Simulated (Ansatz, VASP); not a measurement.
# CdS in VASP and in Ansatz

```
Cd S
1.0
     3.19785    0.00000    0.00000
     0.00000    5.94510    0.00000
     0.00000    0.00000    7.73316
Cd S
2 2
Direct
  0.50000 0.00000 0.17791
  0.50000 0.00000 0.82209
  0.50000 0.82591 0.50000
  0.50000 0.17409 0.50000
```

Alike in both runs: functional PBE; k mesh 14 × 8 × 6; occupations gaussian, width 0.1 eV; no spin polarisation.

Ansatz relaxed the structure, and its values are those at the end. VASP's run is a single point on that final structure, the one shown.

|  | VASP | Ansatz |
| --- | --- | --- |
| version | VASP 6.6.1 | Ansatz 0.2.0 |
| potentials or method | VASP PAW PBE potentials, release 64 (Cd, S), cutoff 520 eV | scalar-relativistic, plane waves, PAW |
| valence electrons in the cell | 36 | 52 |

```tsv
	VASP	Ansatz	Ansatz less VASP
gap on the k mesh at the Fermi level (eV)	none	none	-
pressure (GPa)	0.0	0.0	-0.01
rms of the force components (eV/Å)	0.041	0.001	-0.0399
```

A gap of «none» marks a metal or a gap that the smearing closes. VASP's potentials hold 36 valence electrons a cell and Ansatz's 52, so a difference there can come from the potentials and not from the codes.
